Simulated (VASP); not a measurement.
Write the native input for VASP 6.6.1 that does the following.

- Task: single point
- Functional: PBE
- Potentials or basis: VASP PAW PBE potentials, release 64 (Sr_sv, Al, O)
- Cutoff: 520 eV
- k mesh: 6 × 6 × 1
- Occupations: gaussian, width 0.1 eV
- Spin: no spin polarisation
- Dipole correction: no
- Further INCAR settings: ALGO = Normal; EDIFF = 1e-06; NBANDS = 48

The structure of Sr4AlO5 lies in POSCAR:

```
Sr4AlO5
1.0
    3.5938889936     -0.0000000029      0.0000000000
   -1.7969444943      3.1123991683      0.0000000000
    0.0000000000      0.0000000000     15.1740030416
Sr Al O
4 1 5
Direct
    0.6666666667      0.3333333333      0.1027266096
    0.3333333333      0.6666666667      0.5001817398
    0.0000000000      0.0000000000      0.7001310878
    0.3333333333      0.6666666667      0.9019203663
    0.3333333333      0.6666666667      0.3020659938
    0.0000000000      0.0000000000     -0.0040886979
    0.3333333333      0.6666666667      0.1881437732
    0.0000000000      0.0000000000      0.3450087746
    0.6666666667      0.3333333333      0.5851227953
    0.6666666667      0.3333333333      0.7950667075
```

The input as run:

INCAR

```
SYSTEM = Sr4AlO5
PREC     = Accurate       ! precision mode
ENCUT    = 520            ! plane-wave cutoff, eV
EDIFF    = 1E-6           ! SCF threshold, eV
ISMEAR   = 0              ! smearing method
SIGMA    = 0.1            ! smearing width, eV
LREAL    = .FALSE.        ! projectors in reciprocal space
LASPH    = .TRUE.         ! aspherical terms in the spheres
NELM     = 60             ! most SCF steps
ALGO     = Normal         ! electronic algorithm
ISIF     = 2              ! what is computed and relaxed
LWAVE    = .FALSE.        ! write WAVECAR
LCHARG   = .TRUE.         ! write CHGCAR
GGA      = PE             ! functional
LELF     = .TRUE.         ! ELF
LVHAR    = .TRUE.       
NBANDS   = 48             ! bands
```

KPOINTS

```
regular mesh
0
G
  6 6 1
  0 0 0
```

Potentials or basis: VASP PAW PBE potentials, release 64 (Sr_sv, Al, O).

Command:

```sh
$ cat potpaw_PBE.64/Sr_sv/POTCAR potpaw_PBE.64/Al/POTCAR potpaw_PBE.64/O/POTCAR > POTCAR
$ mpirun -np 1 vasp_std > vasp.out
```

Results of the run:

The pressure is 0.4 GPa. The largest force is 0.059 eV/Å and the band gap on the k mesh is zero (an odd number of electrons rules out a gap without spin polarisation).

Caveat: the k points lie up to 0.41 Å⁻¹ apart, too coarse for converged energies and pressures of a metal; an odd number of electrons without spin polarisation forces a metal; a magnetic or distorted state may lie lower.

Run time: 62 s on 1 thread of Intel(R) Xeon(R) Platinum 8488C (Sapphire Rapids), on a shared host, peak memory 0.31 GiB.
